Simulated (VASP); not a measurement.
# BaTe (F-43m) in VASP: notebook

Runs on BaTe. Level: PBE. Tasks: single point.

Everything below comes from runs of VASP 6.6.1. Logs are shortened: lines on timing, memory, paths and dates and some standing lists are left out, and cuts for length are marked.

### Step 1. The cell of the first run

Symmetry: F-43m, No. 216, cubic system. Conventional cell: a = 7.828 Å, b = 7.828 Å, c = 7.828 Å, α = 90.00°, β = 90.00°, γ = 90.00°. Within 4.5 Å of Ba (site symmetry -43m) lie 4 Te at 3.39 Å. Within 4.5 Å of Te (site symmetry -43m) lie 4 Ba at 3.39 Å.

### Step 2. Single point, PBE

Contents of INCAR:

```
ALGO = Normal ; EDIFF = 1E-6
ENCUT = 500 ; GGA = PE
GGA_COMPAT = False ; ISIF = 2
ISMEAR = 0 ; LASPH = True
LCHARG = False ; LREAL = False
LWAVE = False ; NBANDS = 15
NELM = 120 ; PREC = Accurate
SIGMA = 0.01
```

Contents of KPOINTS:

```
k-points
0
Gamma
  2 2 2
```

Contents of POSCAR:

```
BaTe
1.0
    0.0000000000      3.9141586662      3.9141586662
    3.9141586662      0.0000000000      3.9141586662
    3.9141586662      3.9141586662      0.0000000000
Ba Te
1 1
Direct
    0.0000000000      0.0000000000      0.0000000000
    0.2500000000      0.2500000000      0.2500000000
```

Potentials or basis: VASP PAW PBE potentials, release 64 (Ba_sv, Te).

Run with:

```console
$ cat potpaw_PBE.64/Ba_sv/POTCAR potpaw_PBE.64/Te/POTCAR > POTCAR
$ mpirun -np 1 vasp_std > vasp.out
```

OUTCAR:

```text
EDIFF = 1E-6
   ENCUT = 500
   GGA = PE
   ISIF = 2
   ISMEAR = 0
   LASPH = True
   LREAL = False
   NELM = 120
   PREC = Accurate

 ion  position               nearest neighbor table
   1  0.000  0.000  0.000-   2 3.39   2 3.39   2 3.39   2 3.39
   2  0.250  0.250  0.250-   1 3.39   1 3.39   1 3.39   1 3.39

  LATTYP: Found a face centered cubic cell.
 ALAT       =     7.8283173324

  Lattice vectors:

 A1 = (   0.0000000000,   3.9141586662,   3.9141586662)
 A2 = (   3.9141586662,   0.0000000000,   3.9141586662)
 A3 = (   3.9141586662,   3.9141586662,   0.0000000000)

Analysis of symmetry for initial positions (statically):
=====================================================================
 Subroutine PRICEL returns:
 Original cell was already a primitive cell.

 Routine SETGRP: Setting up the symmetry group for a
 face centered cubic supercell.

 Subroutine GETGRP returns: Found 24 space group operations
 (whereof 24 operations were pure point group operations)
 out of a pool of 48 trial point group operations.

The static configuration has the point symmetry T_d .

Analysis of symmetry for dynamics (positions and initial velocities):
=====================================================================
 Subroutine PRICEL returns:
 Original cell was already a primitive cell.

 Routine SETGRP: Setting up the symmetry group for a
 face centered cubic supercell.

 Subroutine GETGRP returns: Found 24 space group operations
 (whereof 24 operations were pure point group operations)
 out of a pool of 48 trial point group operations.

The dynamic configuration has the point symmetry T_d .

 Subroutine INISYM returns: Found 24 space group operations
 (whereof 24 operations are pure point group operations),
 and found     1 'primitive' translations

----------------------------------------------------------------------------------------

                                     Primitive cell

  volume of cell :     119.9348

  direct lattice vectors                    reciprocal lattice vectors
     0.000000000  3.914158666  3.914158666    -0.127741372  0.127741372  0.127741372
     3.914158666  0.000000000  3.914158666     0.127741372 -0.127741372  0.127741372
     3.914158666  3.914158666  0.000000000     0.127741372  0.127741372 -0.127741372

  length of vectors
     5.535456271  5.535456271  5.535456271     0.221254547  0.221254547  0.221254547

  position of ions in fractional coordinates (direct lattice)
     0.000000000  0.000000000  0.000000000
     0.250000000  0.250000000  0.250000000

  ion indices of the primitive-cell ions
   primitive index   ion index
                 1           1
                 2           2

----------------------------------------------------------------------------------------

 KPOINTS: k-points

Automatic generation of k-mesh.
 Grid dimensions read from file:
 generate k-points for:    2    2    2

 Generating k-lattice:

  Cartesian coordinates                     Fractional coordinates (reciprocal lattice)
    -0.063870686  0.063870686  0.063870686     0.500000000  0.000000000  0.000000000
     0.063870686 -0.063870686  0.063870686     0.000000000  0.500000000  0.000000000
     0.063870686  0.063870686 -0.063870686     0.000000000  0.000000000  0.500000000

  Length of vectors
     0.110627274  0.110627274  0.110627274

  Shift w.r.t. Gamma in fractional coordinates (k-lattice)
     0.000000000  0.000000000  0.000000000

 Subroutine IBZKPT returns following result:
 ===========================================

 Found      3 irreducible k-points:

 Following reciprocal coordinates:
            Coordinates               Weight
  0.000000  0.000000  0.000000      1.000000
  0.500000  0.000000  0.000000      4.000000
  0.500000  0.500000  0.000000      3.000000
   k-points           NKPTS =      3   k-points in BZ     NKDIM =      3   number of bands    NBANDS=     15
   number of dos      NEDOS =    301   number of ions     NIONS =      2
   total plane-waves  NPLWV =  64000
   dimension x,y,z NGX =    40 NGY =   40 NGZ =   40
   dimension x,y,z NGXF=    80 NGYF=   80 NGZF=   80
   ions per type =               1   1
   NGX,Y,Z   is equivalent  to a cutoff of  12.01, 12.01, 12.01 a.u.
   NGXF,Y,Z  is equivalent  to a cutoff of  24.03, 24.03, 24.03 a.u.
 SYSTEM =  unknown system
   PREC   = accura    normal or accurate (medium, high low for compatibility)
   ISTART =      0    job   : 0-new  1-cont  2-samecut
   ICHARG =      2    charge: 1-file 2-atom 10-const
   ISPIN  =      1    spin polarized calculation?
   LNONCOLLINEAR =      F non collinear calculations
   LSORBIT =      F    spin-orbit coupling
   LASPH  =      T    aspherical Exc in radial PAW
   ENCUT  =  500.0 eV  36.75 Ry    6.06 a.u.  10.09 10.09 10.09*2*pi/ulx,y,z
   NELM   =    120;   NELMIN=  2; NELMDL= -5     # of ELM steps
   EDIFF  = 0.1E-05   stopping-criterion for ELM
   LREAL  =      F    real-space projection
   EDIFFG = 0.1E-04   stopping-criterion for IOM
   NSW    =      0    number of steps for IOM
   IBRION =     -1    ionic relax: 0-MD 1-quasi-New 2-CG
   NFREE  =      0    steps in history (QN), initial steepest desc. (CG)
   ISIF   =      2    stress and relaxation
   ISYM   =      2    0-nonsym 1-usesym 2-fastsym
   POTIM  = 0.5000    time-step for ionic-motion
   TEBEG  =    0.0;   TEEND  =   0.0 temperature during run
   PSTRESS=    0.0 pullay stress
   NELECT =      16.0000    total number of electrons
   NUPDOWN=      -1.0000    fix difference up-down
   EMIN   =  10.00;   EMAX   =-10.00  energy-range for DOS
   EFERMI =   0.00;   METHOD = LEGACY
   ISMEAR =     0;   SIGMA  =   0.01  broadening in eV -4-tet -1-fermi 0-gaus
   EFERMI_NEDOS =   21; number of points for ismear=-14 and -15
   IALGO  =     38    algorithm
   IMIX   =      4    mixing-type and parameters
     AMIX     =   0.40;   BMIX     =  1.00
     AMIX_MAG =   1.60;   BMIX_MAG =  1.00
  volume/ion in A,a.u.               =      59.97       404.68
  Fermi-wavevector in a.u.,A,eV,Ry     =   0.836501  1.580757  9.520455  0.699734
  Thomas-Fermi vector in A             =   1.950236
   LORBIT       =      0    0 simple, 1 ext, 2 COOP (PROOUT), +10 PAW based schemes
   GGA     = PE    functional components
   LHFCALC =     F    Hartree Fock is set to
   AEXX    =    0.0000 exact exchange contribution
   IVDW    =     0    specifies the selected vdW correction
   LEPSILON=     F    determine dielectric tensor
   LRPA    =     F    only Hartree local field effects (RPA)
 non-spin polarized calculation
 Gauss-broadening in eV      SIGMA  =   0.01
  energy-cutoff  :      500.00
  volume of cell :      119.93
 maximum number of plane-waves:      3071
   NGX = 21   NGY = 21   NGZ = 21

 number of electron      16.0000000 magnetization

 Free energy of the ion-electron system (eV)
  ---------------------------------------------------
  ext. energy  EPLUGINS =         0.00000000
  ---------------------------------------------------
  free energy    TOTEN  =        -7.99421066 eV

  energy without entropy =       -7.99421066  energy(sigma->0) =       -7.99421066

 E-fermi :   0.1617     XC(G=0):  -6.6505

 val. band max:        0.0788221596   @ k =   0.5000   0.5000   0.0000
 cond. band min:       2.6512827796   @ k =   0.0000   0.0000   0.0000
 fundamental gap:      2.5724606200
 Fermi energy:         0.1617038153

 k-point     1 :       0.0000    0.0000    0.0000
  band No.  band energies     occupation
      1     -26.8394      2.00000
      2     -12.0309      2.00000
      3     -12.0309      2.00000
      4     -12.0309      2.00000
      5      -8.6262      2.00000
      6      -0.3570      2.00000
      7      -0.3570      2.00000
      8      -0.3570      2.00000
      9       2.6513      0.00000
     10       4.1757      0.00000
     11       4.1757      0.00000
     12       6.1375      0.00000
     13       6.1375      0.00000
     14       6.1375      0.00000
     15       7.9596      0.00000

 k-point     2 :       0.5000    0.0000    0.0000
  band No.  band energies     occupation
      1     -26.8361      2.00000
      2     -12.1954      2.00000
      3     -12.0451      2.00000
      4     -12.0451      2.00000
      5      -8.3609      2.00000
      6      -0.6167      2.00000
      7      -0.1733      2.00000
      8      -0.1733      2.00000
      9       4.0631      0.00000
     10       4.3833      0.00000
     11       4.3833      0.00000
     12       4.5989      0.00000
     13       5.2541      0.00000
     14       5.2541      0.00000
     15       7.3951      0.00000

 k-point     3 :       0.5000    0.5000    0.0000
  band No.  band energies     occupation
      1     -26.8350      2.00000
      2     -12.2175      2.00000
      3     -12.0649      2.00000
      4     -12.0649      2.00000
      5      -8.2727      2.00000
      6      -0.8917      2.00000
      7       0.0788      2.00000
      8       0.0788      2.00000
      9       2.9849      0.00000
     10       3.9648      0.00000
     11       5.0242      0.00000
     12       5.0242      0.00000
     13       5.0302      0.00000
     14       7.0732      0.00000
     15       7.5794      0.00000

------------------------ aborting loop because EDIFF is reached ----------------------------------------

  FORCE on cell =-STRESS in cart. coord.  units (eV):
  Direction    XX          YY          ZZ          XY          YZ          ZX
  --------------------------------------------------------------------------------------
  -------------------------------------------------------------------------------------
  Total        0.3443427      0.3443427      0.3443427      0.0000000     -0.0000000      0.0000000
  in kB        4.5999819      4.5999819      4.5999819      0.0000000     -0.0000000      0.0000000
  external PRESSURE =       4.5999819 kB  Pullay stress =       0.0000000 kB

 VOLUME and BASIS-vectors are now :
 -----------------------------------------------------------------------------
  energy-cutoff  :      500.00
  volume of cell :      119.93
      direct lattice vectors                 reciprocal lattice vectors
     0.000000000  3.914158666  3.914158666    -0.127741372  0.127741372  0.127741372
     3.914158666  0.000000000  3.914158666     0.127741372 -0.127741372  0.127741372
     3.914158666  3.914158666  0.000000000     0.127741372  0.127741372 -0.127741372

 POSITION                                       TOTAL-FORCE (eV/Angst)
 -----------------------------------------------------------------------------------
      0.00000      0.00000      0.00000         0.000000     -0.000000     -0.000000
      1.95708      1.95708      1.95708        -0.000000      0.000000      0.000000
 -----------------------------------------------------------------------------------
    total drift:                                0.000000      0.000000      0.000000

  FREE ENERGIE OF THE ION-ELECTRON SYSTEM (eV)
  ---------------------------------------------------
  free  energy   TOTEN  =        -7.9942106570 eV

  energy  without entropy=       -7.9942106570  energy(sigma->0) =       -7.99421066
```

It took 13 s on 1 thread of Intel Xeon Platinum 8375C at 2.90GHz (Ice Lake), shared host; peak memory 0.23 GiB.

Results:

| Quantity | Value |
| --- | --- |
| Free energy | -7.9942 eV |
| Pressure | 0.5 GPa |
| Band gap on the k mesh | 2.57 eV (least direct gap 2.91 eV) |

Levels at points of the mesh, in eV from the valence-band top:
| k point | band 4 | band 5 | band 6 | band 7 | band 8 | band 9 | band 10 | band 11 | band 12 | band 13 |
| --- | --- | --- | --- | --- | --- | --- | --- | --- | --- | --- |
| (0.00, 0.00, 0.00) | -12.11 | -8.71 | -0.44 | -0.44 | -0.44 | 2.57 | 4.10 | 4.10 | 6.06 | 6.06 |
| (0.50, 0.00, 0.00) | -12.12 | -8.44 | -0.70 | -0.25 | -0.25 | 3.98 | 4.30 | 4.30 | 4.52 | 5.18 |
| (0.50, 0.50, 0.00) | -12.14 | -8.35 | -0.97 | 0.00 | 0.00 | 2.91 | 3.89 | 4.95 | 4.95 | 4.95 |

Caveat: the k points lie up to 0.70 Å⁻¹ apart; spin-orbit coupling is left out, which moves the levels of the heavy elements.

### Step 3. Single point, PBE

Contents of INCAR:

```
PREC     = Accurate       # precision mode
ENCUT    = 500            # plane-wave cutoff, eV
EDIFF    = 1E-6           # SCF threshold, eV
ISMEAR   = 0              # smearing method
SIGMA    = 0.01           # smearing width, eV
LREAL    = False          # projectors in reciprocal space
LASPH    = True           # aspherical terms in the spheres
NELM     = 120            # most SCF steps
ALGO     = Normal         # electronic algorithm
ISIF     = 2              # what is computed and relaxed
LWAVE    = False          # write WAVECAR
LCHARG   = False          # write CHGCAR
GGA      = PE             # functional
NBANDS   = 15             # bands
GGA_COMPAT= False
```

Contents of KPOINTS:

```
Automatic mesh
0
Gamma
  3 3 3
```

POSCAR is that of step 2.

Potentials or basis: VASP PAW PBE potentials, release 64 (Ba_sv, Te).

Run with:

```console
$ cat potpaw_PBE.64/Ba_sv/POTCAR potpaw_PBE.64/Te/POTCAR > POTCAR
$ mpirun -np 1 vasp_std > vasp.out
```

OUTCAR:

```text
PREC = Accurate
   ENCUT = 500
   EDIFF = 1E-6
   ISMEAR = 0
   LREAL = False
   LASPH = True
   NELM = 120
   ISIF = 2
   GGA = PE

 ion  position               nearest neighbor table
   1  0.000  0.000  0.000-   2 3.39   2 3.39   2 3.39   2 3.39
   2  0.250  0.250  0.250-   1 3.39   1 3.39   1 3.39   1 3.39

  LATTYP: Found a face centered cubic cell.
 ALAT       =     7.8283173324

  Lattice vectors:

 A1 = (   0.0000000000,   3.9141586662,   3.9141586662)
 A2 = (   3.9141586662,   0.0000000000,   3.9141586662)
 A3 = (   3.9141586662,   3.9141586662,   0.0000000000)

Analysis of symmetry for initial positions (statically):
=====================================================================
 Subroutine PRICEL returns:
 Original cell was already a primitive cell.

 Routine SETGRP: Setting up the symmetry group for a
 face centered cubic supercell.

 Subroutine GETGRP returns: Found 24 space group operations
 (whereof 24 operations were pure point group operations)
 out of a pool of 48 trial point group operations.

The static configuration has the point symmetry T_d .

Analysis of symmetry for dynamics (positions and initial velocities):
[... 152 lines left out ...]
      6      -0.4039      2.00000
      7      -0.4039      2.00000
      8      -0.4039      2.00000
      9       2.6099      0.00000
     10       4.1537      0.00000
     11       4.1537      0.00000
     12       6.1077      0.00000
     13       6.1077      0.00000
     14       6.1077      0.00000
[... 41 lines left out ...]
      2     -12.2246      2.00000
      3     -12.1045      2.00000
      4     -12.0784      2.00000
      5      -8.3606      2.00000
      6      -0.5984      2.00000
      7      -0.3215      2.00000
      8      -0.0912      2.00000
      9       3.1208      0.00000
     10       4.1465      0.00000
     11       4.1602      0.00000
     12       5.5501      0.00000
     13       5.7515      0.00000
     14       6.3834      0.00000
     15       7.0329      0.00000

------------------------ aborting loop because EDIFF is reached ----------------------------------------

  FORCE on cell =-STRESS in cart. coord.  units (eV):
  Direction    XX          YY          ZZ          XY          YZ          ZX
  --------------------------------------------------------------------------------------
  -------------------------------------------------------------------------------------
  Total        0.1626939      0.1626939      0.1626939      0.0000000      0.0000000      0.0000000
  in kB        2.1733849      2.1733849      2.1733849      0.0000000      0.0000000      0.0000000
  external PRESSURE =       2.1733849 kB  Pullay stress =       0.0000000 kB

 VOLUME and BASIS-vectors are now :
 -----------------------------------------------------------------------------
  energy-cutoff  :      500.00
  volume of cell :      119.93
      direct lattice vectors                 reciprocal lattice vectors
     0.000000000  3.914158666  3.914158666    -0.127741372  0.127741372  0.127741372
     3.914158666  0.000000000  3.914158666     0.127741372 -0.127741372  0.127741372
     3.914158666  3.914158666  0.000000000     0.127741372  0.127741372 -0.127741372

 POSITION                                       TOTAL-FORCE (eV/Angst)
 -----------------------------------------------------------------------------------
      0.00000      0.00000      0.00000        -0.000000     -0.000000      0.000000
      1.95708      1.95708      1.95708         0.000000      0.000000     -0.000000
 -----------------------------------------------------------------------------------
    total drift:                                0.000000      0.000000      0.000000

  FREE ENERGIE OF THE ION-ELECTRON SYSTEM (eV)
  ---------------------------------------------------
  free  energy   TOTEN  =        -8.0876293175 eV

  energy  without entropy=       -8.0876293175  energy(sigma->0) =       -8.08762932
```

Run time: 13 s. Hardware: 1 thread of Intel Xeon Platinum 8375C at 2.90GHz (Ice Lake), shared host; peak memory 0.23 GiB.

Results:

```
Free energy            : -8.0876 eV
Pressure               : 0.2 GPa
Band gap on the k mesh : 2.70 eV (least direct gap 3.01 eV)
```

Caveat: the k points lie up to 0.46 Å⁻¹ apart; spin-orbit coupling is left out, which moves the levels of the heavy elements; an odd mesh through Γ misses points on the zone boundary, where band edges can lie.
